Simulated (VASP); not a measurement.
The system is Cd.

```
Cd
1.0
    -2.10338    2.10338    1.96544
     2.10338   -2.10338    1.96544
     2.10338    2.10338   -1.96544
Cd
1
Direct
  0.00000 0.00000 0.00000
```

| Property | Result |
| --- | --- |
| Program | VASP 6.6.1 |
| Task | relaxation of cell and atoms |
| Functional | PBE |
| Potentials or basis | VASP PAW PBE potentials, release 64 (Cd) |
| Cutoff | 600 eV |
| k mesh | 14 × 14 × 14 |
| Occupations | gaussian, width 0.1 eV |
| Spin | no spin polarisation |

At the start: pressure -3.6 GPa; volume 34.78 Å³/atom.

How do energy, volume and symmetry change on relaxing?

Over 25 steps the energy falls by 274.1 meV/atom and the volume is 23.44 Å³/atom (-32.6 %); space group I4/mmm (No. 139, to 0.05 Å).

The path:
```
step  energy change (eV)  largest force (eV/Å)  pressure (GPa)  volume (Å³)
   1              0.0000                0.0000           -3.56        34.78
   2             -0.0870                0.0000           -3.80        31.03
   3             -0.1975                0.0000            4.16        21.42
   4             -0.2070                0.0000           -2.11        25.26
   5             -0.2200                0.0000           -0.51        23.77
   6             -0.2206                0.0000            0.04        23.38
   7             -0.2234                0.0000            0.07        23.32
   8             -0.2354                0.0000            0.20        23.13
   9             -0.2606                0.0000            0.81        22.66
  10             -0.0808                0.0000           11.42        21.30
  11             -0.2634                0.0000            1.15        22.57
  12             -0.2437                0.0000            4.38        21.98
  13             -0.2660                0.0000            1.55        22.47
  14             -0.2648                0.0000            2.67        22.24
  15             -0.2671                0.0000            1.90        22.38
  16             -0.2670                0.0000            2.14        22.33
  17             -0.2676                0.0000            2.12        22.38
  18             -0.2678                0.0000            2.12        22.40
  19             -0.2678                0.0000            2.13        22.46
  20             -0.2690                0.0000            1.90        22.55
  21             -0.2718                0.0000            1.26        22.85
  22             -0.2741                0.0000            0.02        23.44
  23             -0.2741                0.0000            0.00        23.46
  24             -0.2741                0.0000           -0.01        23.46
  25             -0.2741                0.0000           -0.01        23.44
```

Final structure:
```
CELL_PARAMETERS angstrom
-1.99629 1.99629 1.47064
1.99629 -1.99629 1.47064
1.99629 1.99629 -1.47064
ATOMIC_POSITIONS crystal
Cd 0.00000 0.00000 0.00000
```

Caveat: the volume moved by over 15 % at a fixed basis, so the end points are rough.
